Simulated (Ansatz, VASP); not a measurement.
**SrO: VASP beside Ansatz**

```xyz
2
Lattice="0.0000 2.5324 2.5324 2.5324 0.0000 2.5324 2.5324 2.5324 0.0000" Properties=species:S:1:pos:R:3 pbc="T T T"
Sr    0.0000    0.0000    0.0000
O     2.5324    2.5324    2.5324
```

Alike in both runs: task relaxation of cell and atoms; functional LDA; k mesh 8 × 8 × 8; no spin polarisation.

|  | VASP | Ansatz |
| --- | --- | --- |
| version | VASP 6.6.1 | Ansatz 0.2.0 |
| potentials or method | VASP PAW LDA potentials, release 64 (Sr_sv, O), cutoff 600 eV | scalar-relativistic, plane waves, PAW |
| occupations | gaussian, width 0.01 eV | fixed |
| valence electrons in the cell | 16 | 16 |

|  | VASP | Ansatz | Ansatz less VASP |
| --- | --- | --- | --- |
| gap on the k mesh at the Fermi level, each at its own relaxed structure (eV) | 3.07 | 3.12 | +0.057 |
| relaxed volume (Å³/atom) | 16.35 | 16.24 | -0.111 |
| relaxed length of the cell vector where the two differ most in proportion (Å) | 3.589 | 3.581 | -0.0081 |

Ansatz warns that its potentials were made for another functional, while VASP's fit it. LDA's correlation is that of Perdew and Zunger in VASP and of Perdew and Wang (1992) in Ansatz.
